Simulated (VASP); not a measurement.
# AlNi (R3m) in VASP: a series of runs, part 2 of 2

VASP 6.6.1. The steps go on from the part before.

## Step 4: Single point, PBE

File INCAR:

```
ALGO = Fast
EDIFF = 1E-6
ENCUT = 520
GGA = PE
ISIF = 2
ISMEAR = 0
LASPH = T
LCHARG = T
LELF = T
LREAL = F
LVHAR = T
LWAVE = F
NBANDS = 14
NELM = 100
PREC = Accurate
SIGMA = 0.15
```

File KPOINTS:

```
k-points
0
Gamma
  16 16 16
```

File POSCAR:

```
AlNi
1.0
    2.8810000000      0.0000000000      0.0000000000
    0.0000000000      2.8810000000      0.0000000000
    0.0000000000      0.0000000000      2.8810000000
Al Ni
1 1
Direct
    0.0300598891      0.0300598891      0.0300598891
    0.5000000000      0.5000000000      0.5000000000
```

Potentials or basis: VASP PAW PBE potentials, release 64 (Al, Ni).

Command:

```
cat potpaw_PBE.64/Al/POTCAR potpaw_PBE.64/Ni/POTCAR > POTCAR
mpirun -np 1 vasp_std > vasp.out
```

OUTCAR:

```text
EDIFF = 1E-6
   ENCUT = 520
   GGA = PE
   ISIF = 2
   ISMEAR = 0
   LASPH = T
   LREAL = F
   NELM = 100
   PREC = Accurate

 ion  position               nearest neighbor table
   1  0.030  0.030  0.030-   2 2.35   2 2.45   2 2.45   2 2.45   2 2.55   2 2.55   2 2.55   2 2.65

   2  0.500  0.500  0.500-   1 2.35   1 2.45   1 2.45   1 2.45   1 2.55   1 2.55   1 2.55   1 2.65

  LATTYP: Found a simple cubic cell.
 ALAT       =     2.8810000000

  Lattice vectors:

 A1 = (   2.8810000000,   0.0000000000,   0.0000000000)
 A2 = (   0.0000000000,   2.8810000000,   0.0000000000)
 A3 = (   0.0000000000,   0.0000000000,   2.8810000000)

Analysis of symmetry for initial positions (statically):
=====================================================================
 Subroutine PRICEL returns:
 Original cell was already a primitive cell.

 Routine SETGRP: Setting up the symmetry group for a
 simple cubic supercell.

 Subroutine GETGRP returns: Found  6 space group operations
 (whereof  6 operations were pure point group operations)
 out of a pool of 48 trial point group operations.

The static configuration has the point symmetry C_3v.

Analysis of symmetry for dynamics (positions and initial velocities):
=====================================================================
 Subroutine PRICEL returns:
 Original cell was already a primitive cell.

 Routine SETGRP: Setting up the symmetry group for a
 simple cubic supercell.

 Subroutine GETGRP returns: Found  6 space group operations
 (whereof  6 operations were pure point group operations)
 out of a pool of 48 trial point group operations.

The dynamic configuration has the point symmetry C_3v.

 Subroutine INISYM returns: Found  6 space group operations
 (whereof  6 operations are pure point group operations),
 and found     1 'primitive' translations

----------------------------------------------------------------------------------------

                                     Primitive cell

  volume of cell :      23.9128
[... 114 lines left out ...]
   GGA     = PE    functional components
   LHFCALC =     F    Hartree Fock is set to
   AEXX    =    0.0000 exact exchange contribution
   IVDW    =     0    specifies the selected vdW correction
   LEPSILON=     F    determine dielectric tensor
   LRPA    =     F    only Hartree local field effects (RPA)
 non-spin polarized calculation
 RMM-DIIS sequential band-by-band and
 Gauss-broadening in eV      SIGMA  =   0.15
  energy-cutoff  :      520.00
  volume of cell :       23.91
 maximum number of plane-waves:       661
 NGX is ok and might be reduce to    24
   NGX = 11   NGY = 11   NGZ = 11

 number of electron      13.0000015 magnetization

 Free energy of the ion-electron system (eV)
  ---------------------------------------------------
  ext. energy  EPLUGINS =         0.00000000
  ---------------------------------------------------
  free energy    TOTEN  =       -10.47272494 eV

  energy without entropy =      -10.46407132  energy(sigma->0) =      -10.46839813

 E-fermi :  10.0200     XC(G=0): -12.0422

 val. band max:        9.9924174562   @ k =  -0.2500   0.3750   0.1250
 cond. band min:      10.0204506779   @ k =  -0.3750   0.1875   0.1875
 fundamental gap:      0.0280332216
 Fermi energy:        10.0200023573

 k-point     1 :       0.0000    0.0000    0.0000
  band No.  band energies     occupation
      1      -1.1097      2.00000
      2       6.7748      2.00000
      3       6.7748      2.00000
      4       8.4419      2.00000
      5       8.4753      2.00000
      6       8.4753      2.00000
      7      15.5174      0.00000
      8      15.5174      0.00000
      9      15.5741      0.00000
     10      18.1807      0.00000
     11      18.1807      0.00000
     12      23.6160      0.00000
     13      30.7572      0.00000
     14      30.8383      0.00000
[... 377 lines left out ...]
      1       3.1005      2.00000
      2       3.3668      2.00000
      3       7.2592      2.00000
      4       7.7388      2.00000
      5       7.7792      2.00000
      6       8.5239      2.00000
      7       9.3647      2.00000
      8      17.9209      0.00000
      9      19.3823      0.00000
     10      20.1511      0.00000
     11      20.7766      0.00000
     12      21.1474      0.00000
     13      24.8013      0.00000
     14      25.4319      0.00000

 [... further k-points ...]
[... 5 lines left out ...]
  --------------------------------------------------------------------------------------
  -------------------------------------------------------------------------------------
  Total        0.5229267      0.5229267      0.5229267      0.1665489      0.1665489      0.1665489
  in kB       35.0365747     35.0365747     35.0365747     11.1589335     11.1589335     11.1589335
  external PRESSURE =      35.0365747 kB  Pullay stress =       0.0000000 kB

 VOLUME and BASIS-vectors are now :
 -----------------------------------------------------------------------------
  energy-cutoff  :      520.00
  volume of cell :       23.91
      direct lattice vectors                 reciprocal lattice vectors
     2.881000000  0.000000000  0.000000000     0.347101701  0.000000000  0.000000000
     0.000000000  2.881000000  0.000000000     0.000000000  0.347101701  0.000000000
     0.000000000  0.000000000  2.881000000     0.000000000  0.000000000  0.347101701

 POSITION                                       TOTAL-FORCE (eV/Angst)
 -----------------------------------------------------------------------------------
      0.08660      0.08660      0.08660        -0.544615     -0.544615     -0.544615
      1.44050      1.44050      1.44050         0.544615      0.544615      0.544615
 -----------------------------------------------------------------------------------
    total drift:                                0.000217      0.000217      0.000217

  FREE ENERGIE OF THE ION-ELECTRON SYSTEM (eV)
  ---------------------------------------------------
  free  energy   TOTEN  =       -10.4727249450 eV

  energy  without entropy=      -10.4640713194  energy(sigma->0) =      -10.46839813
```

OSZICAR:

```text
N       E                     dE             d eps       ncg     rms          rms(c)
DAV:   1     0.399737059648E+02    0.39974E+02   -0.53618E+03 11884   0.965E+02
DAV:   2    -0.101711835954E+02   -0.50145E+02   -0.45283E+02 12528   0.178E+02
DAV:   3    -0.118742654929E+02   -0.17031E+01   -0.16860E+01 14838   0.364E+01
DAV:   4    -0.118971216668E+02   -0.22856E-01   -0.22850E-01 13916   0.386E+00
DAV:   5    -0.118978000708E+02   -0.67840E-03   -0.67839E-03 15088   0.721E-01    0.119E+01
RMM:   6    -0.137150477749E+02   -0.18172E+01   -0.13688E+01 14191   0.461E+01    0.164E+01
RMM:   7    -0.104873774599E+02    0.32277E+01   -0.38477E+00 13119   0.240E+01    0.117E+00
RMM:   8    -0.104815744210E+02    0.58030E-02   -0.77923E-02 12604   0.267E+00    0.665E-01
RMM:   9    -0.104755413207E+02    0.60331E-02   -0.23113E-02 13511   0.939E-01    0.480E-01
RMM:  10    -0.104727723659E+02    0.27690E-02   -0.67729E-03 14512   0.102E+00    0.144E-01
RMM:  11    -0.104728412624E+02   -0.68896E-04   -0.80831E-04 15768   0.339E-01    0.112E-01
RMM:  12    -0.104727154634E+02    0.12580E-03   -0.33463E-04 15794   0.197E-01    0.287E-02
RMM:  13    -0.104727239813E+02   -0.85179E-05   -0.90551E-05 16716   0.663E-02    0.704E-03
RMM:  14    -0.104727250007E+02   -0.10195E-05   -0.14195E-05 15781   0.264E-02    0.745E-03
RMM:  15    -0.104727249450E+02    0.55754E-07   -0.10707E-06  8730   0.977E-03
   1 F= -.10472725E+02 E0= -.10468398E+02  d E =-.865363E-02
```

stdout:

```text
POSCAR found type information on POSCAR AlNi
 POSCAR found :  2 types and       2 ions
 scaLAPACK will be used
 LDA part: xc-table for (Slater+PW92), standard interpolation
 POSCAR, INCAR and KPOINTS ok, starting setup
 FFT: planning ... GRIDC
 FFT: planning ... GRID_SOFT
 FFT: planning ... GRID
 WAVECAR not read
 entering main loop
WARNING in EDDRMM: call to ZHEGV failed, returncode =   8  4     14
WARNING in EDDRMM: call to ZHEGV failed, returncode =   6  3     13
WARNING in EDDRMM: call to ZHEGV failed, returncode =   8  4     14
WARNING in EDDRMM: call to ZHEGV failed, returncode =   8  4     13
WARNING in EDDRMM: call to ZHEGV failed, returncode =   8  4     14
```

Wall time 71 s (1 thread of AMD EPYC 9R45 (Zen 5), shared host); peak memory 0.23 GiB.

Results:

* Free energy: -10.4727 eV
* Pressure: 3.5 GPa
* Largest force: 0.943 eV/Å

Forces on the atoms (eV/Å):
```
Al  -0.545 -0.545 -0.545
Ni   0.545  0.545  0.545
```

Stress tensor (GPa, compression positive):
```
3.50 1.12 1.12
1.12 3.50 1.12
1.12 1.12 3.50
```

Levels at points of the mesh, in eV from the Fermi level:
| k point | band 2 | band 3 | band 4 | band 5 | band 6 | band 7 | band 8 | band 9 | band 10 | band 11 |
| --- | --- | --- | --- | --- | --- | --- | --- | --- | --- | --- |
| (0.00, 0.00, 0.00) | -3.25 | -3.25 | -1.58 | -1.54 | -1.54 | 5.50 | 5.50 | 5.55 | 8.16 | 8.16 |
| (0.50, 0.00, 0.00) | -6.72 | -2.78 | -2.26 | -2.25 | -1.47 | -0.65 | 8.32 | 10.02 | 10.03 | 10.86 |
| (0.50, 0.50, 0.00) | -3.45 | -2.90 | -2.81 | -2.07 | -2.05 | -1.02 | 1.48 | 2.45 | 12.33 | 14.77 |
| (0.50, 0.50, 0.50) | -4.10 | -4.10 | -0.99 | -0.99 | 1.95 | 1.99 | 1.99 | 3.51 | 4.47 | 4.47 |

Caveat: the cell differs from its parent crystal (all Al atoms moved -0.150 Å, as atom 1 towards its neighbour atom 2 (Ni) at 2.495 Å). Spin polarisation is off, so any magnetic state and its effect on volume and gap are missing.

## Step 5: Single point, PBE

File INCAR:

```
SYSTEM = AlNi
ALGO = Fast
EDIFF = 1E-6
ENCUT = 520
GGA = PE
ISIF = 2
ISMEAR = 0
LASPH = .TRUE.
LCHARG = .FALSE.
LREAL = .FALSE.
LWAVE = .FALSE.
NBANDS = 14
NELM = 60
PREC = Accurate
SIGMA = 0.15
```

File KPOINTS:

```
k-points
0
G
  16 16 16
  0 0 0
```

POSCAR: that of step 4 with these lines changed.

```diff
@@ -8,3 +8,3 @@
 Direct
-    0.0300598891      0.0300598891      0.0300598891
+   -0.0526048059     -0.0526048059     -0.0526048059
     0.5000000000      0.5000000000      0.5000000000
```

Potentials or basis: VASP PAW PBE potentials, release 64 (Al, Ni).

Command:

```
cat potpaw_PBE.64/Al/POTCAR potpaw_PBE.64/Ni/POTCAR > POTCAR
mpirun -np 1 vasp_std > vasp.out
```

OUTCAR:

```text
SYSTEM = AlNi
   EDIFF = 1E-6
   ENCUT = 520
   GGA = PE
   ISIF = 2
   ISMEAR = 0
   LASPH = .TRUE.
   LREAL = .FALSE.
   NELM = 60
   PREC = Accurate

 ion  position               nearest neighbor table
   1  0.947  0.947  0.947-   2 2.23   2 2.42   2 2.42   2 2.42   2 2.59   2 2.59   2 2.59   2 2.76

   2  0.500  0.500  0.500-   1 2.23   1 2.42   1 2.42   1 2.42   1 2.59   1 2.59   1 2.59   1 2.76

  LATTYP: Found a simple cubic cell.
 ALAT       =     2.8810000000

  Lattice vectors:

 A1 = (   2.8810000000,   0.0000000000,   0.0000000000)
 A2 = (   0.0000000000,   2.8810000000,   0.0000000000)
[... 588 lines left out ...]
     11      20.6571      0.00000
     12      21.2592      0.00000
     13      24.7699      0.00000
     14      25.5077      0.00000

 [... further k-points ...]
[... 5 lines left out ...]
  --------------------------------------------------------------------------------------
  -------------------------------------------------------------------------------------
  Total        0.9993910      0.9993910      0.9993910      0.5289336      0.5289336      0.5289336
  in kB       66.9601234     66.9601234     66.9601234     35.4390395     35.4390395     35.4390395
  external PRESSURE =      66.9601234 kB  Pullay stress =       0.0000000 kB

 VOLUME and BASIS-vectors are now :
 -----------------------------------------------------------------------------
  energy-cutoff  :      520.00
  volume of cell :       23.91
      direct lattice vectors                 reciprocal lattice vectors
     2.881000000  0.000000000  0.000000000     0.347101701  0.000000000  0.000000000
     0.000000000  2.881000000  0.000000000     0.000000000  0.347101701  0.000000000
     0.000000000  0.000000000  2.881000000     0.000000000  0.000000000  0.347101701

 POSITION                                       TOTAL-FORCE (eV/Angst)
 -----------------------------------------------------------------------------------
      2.72945      2.72945      2.72945         1.053130      1.053130      1.053130
      1.44050      1.44050      1.44050        -1.053130     -1.053130     -1.053130
 -----------------------------------------------------------------------------------
    total drift:                               -0.000776     -0.000776     -0.000776

  FREE ENERGIE OF THE ION-ELECTRON SYSTEM (eV)
  ---------------------------------------------------
  free  energy   TOTEN  =       -10.3192778435 eV

  energy  without entropy=      -10.3107438562  energy(sigma->0) =      -10.31501085
```

stdout:

```text
POSCAR found type information on POSCAR AlNi
 POSCAR found :  2 types and       2 ions
 scaLAPACK will be used
 LDA part: xc-table for (Slater+PW92), standard interpolation
 POSCAR, INCAR and KPOINTS ok, starting setup
 FFT: planning ... GRIDC
 FFT: planning ... GRID_SOFT
 FFT: planning ... GRID
 WAVECAR not read
 entering main loop
WARNING in EDDRMM: call to ZHEGV failed, returncode =   6  3     13
WARNING in EDDRMM: call to ZHEGV failed, returncode =   8  4     14
WARNING in EDDRMM: call to ZHEGV failed, returncode =   8  4     14
```

Wall time 72 s (1 thread of AMD EPYC 9R45 (Zen 5), shared host); peak memory 0.23 GiB.

Results:

```
Free energy   : -10.3193 eV
Pressure      : 6.7 GPa
Largest force : 1.824 eV/Å
```

Forces on the atoms (eV/Å):
```
Al   1.053  1.053  1.053
Ni  -1.053 -1.053 -1.053
```

Stress tensor (GPa, compression positive):
```
6.70 3.54 3.54
3.54 6.70 3.54
3.54 3.54 6.70
```

Levels at points of the mesh, in eV from the Fermi level:
```
           k point  band 3  band 4  band 5  band 6  band 7  band 8  band 9  band 10
(0.00, 0.00, 0.00)   -3.28   -1.65   -1.55   -1.55    5.50    5.50    5.67     8.24
(0.50, 0.00, 0.00)   -2.83   -2.30   -2.26   -1.50   -0.67    8.41   10.01    10.05
(0.50, 0.50, 0.00)   -2.92   -2.72   -2.07   -2.02   -1.05    1.47    2.42    12.45
(0.50, 0.50, 0.50)   -4.09   -1.02   -1.02    1.84    1.96    1.96    3.37     4.53
```

Caveat: the cell differs from its parent crystal (all Al atoms moved +0.263 Å, as atom 1 towards its neighbour atom 2 (Ni) at 2.495 Å); forces of over 1 eV/Å act on the atoms, so gaps and moduli don't describe the material at rest. Spin polarisation is off, so any magnetic state and its effect on volume and gap are missing.

## Step 6: Single point, PBE

File INCAR:

```
PREC     = Accurate       # precision mode
ENCUT    = 520            # plane-wave cutoff, eV
EDIFF    = 1E-6           # SCF threshold, eV
ISMEAR   = 0              # smearing method
SIGMA    = 0.15           # smearing width, eV
LREAL    = False          # projectors in reciprocal space
LASPH    = True           # aspherical terms in the spheres
NELM     = 100            # most SCF steps
ALGO     = Normal         # electronic algorithm
ISIF     = 2              # what is computed and relaxed
LWAVE    = False          # write WAVECAR
LCHARG   = True           # write CHGCAR
GGA      = PE             # functional
LELF     = True           # ELF
LVHAR    = True         
NBANDS   = 14             # bands
```

File KPOINTS:

```
Automatic mesh
0
Gamma
  16 16 16
```

POSCAR: that of step 5 with these lines changed.

```diff
@@ -8,3 +8,3 @@
 Direct
-   -0.0526048059     -0.0526048059     -0.0526048059
+   -0.0375748613     -0.0375748613     -0.0375748613
     0.5000000000      0.5000000000      0.5000000000
```

Potentials or basis: VASP PAW PBE potentials, release 64 (Al, Ni).

Command:

```
cat potpaw_PBE.64/Al/POTCAR potpaw_PBE.64/Ni/POTCAR > POTCAR
mpirun -np 1 vasp_std > vasp.out
```

Run time: 55 s. Hardware: 1 thread of AMD EPYC 9R45 (Zen 5), shared host; peak memory 0.23 GiB.

The run converged. Its results:

```
Free energy   : -10.4324 eV
Pressure      : 4.4 GPa
Largest force : 1.212 eV/Å
```

Forces on the atoms (eV/Å):
```
Al   0.700  0.700  0.700
Ni  -0.700 -0.700 -0.700
```

Stress tensor (GPa, compression positive):
```
4.44 1.76 1.76
1.76 4.44 1.76
1.76 1.76 4.44
```

Levels at points of the mesh, in eV from the Fermi level:
| k point | band 3 | band 4 | band 5 | band 6 | band 7 | band 8 | band 9 | band 10 |
| --- | --- | --- | --- | --- | --- | --- | --- | --- |
| (0.00, 0.00, 0.00) | -3.26 | -1.60 | -1.55 | -1.55 | 5.50 | 5.50 | 5.59 | 8.18 |
| (0.50, 0.00, 0.00) | -2.79 | -2.27 | -2.25 | -1.48 | -0.66 | 8.35 | 10.02 | 10.04 |
| (0.50, 0.50, 0.00) | -2.91 | -2.78 | -2.07 | -2.04 | -1.03 | 1.48 | 2.44 | 12.36 |
| (0.50, 0.50, 0.50) | -4.10 | -1.00 | -1.00 | 1.92 | 1.98 | 1.98 | 3.45 | 4.49 |

Caveat: the cell differs from its parent crystal (all Al atoms moved +0.188 Å, as atom 1 towards its neighbour atom 2 (Ni) at 2.495 Å); forces of over 1 eV/Å act on the atoms, so gaps and moduli don't describe the material at rest. Spin polarisation is off, so any magnetic state and its effect on volume and gap are missing.
